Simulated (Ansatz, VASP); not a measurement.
**One calculation of Mg2Si3N3, two programs**

```
CELL_PARAMETERS angstrom
3.94607 0.00000 0.00000
0.00000 2.89496 0.00000
0.00000 0.00000 8.81479
ATOMIC_POSITIONS crystal
Mg 0.00000 0.00000 0.30589
Mg 0.00000 0.00000 0.69411
Si 0.00000 0.50000 0.00000
Si 0.50000 0.00000 0.50000
Si 0.50000 0.00000 0.00000
N 0.50000 0.50000 0.14165
N 0.50000 0.50000 0.85835
N 0.00000 0.50000 0.50000
```

Change from the starting cell: species swapped into the Fe3Si2Ni3 type (Pmmm, No. 47).

Alike in both runs: functional PBE; k mesh 5 × 4 × 2; occupations gaussian, width 0.2 eV; no spin polarisation.

Ansatz relaxed the structure, and its values are those at the end. VASP's run is a single point on that final structure, the one shown.

|  | VASP | Ansatz |
| --- | --- | --- |
| version | VASP 6.6.1 | Ansatz 0.2.0 |
| potentials or method | VASP PAW PBE potentials, release 64 (Mg, Si, N), cutoff 600 eV | scalar-relativistic, plane waves, PAW |
| valence electrons in the cell | 31 | 47 |

|  | VASP | Ansatz | Ansatz less VASP |
| --- | --- | --- | --- |
| gap on the k mesh at the Fermi level (eV) | none | none | - |
| pressure (GPa) | -0.1 | 0.1 | +0.24 |
| rms of the force components (eV/Å) | 0.010 | 0.006 | -0.0037 |

A gap of «none» marks a metal or a gap that the smearing closes. VASP's potentials hold 31 valence electrons a cell and Ansatz's 47, so a difference there can come from the potentials and not from the codes.

The k mesh is coarse, so the values compare programs but aren't converged.
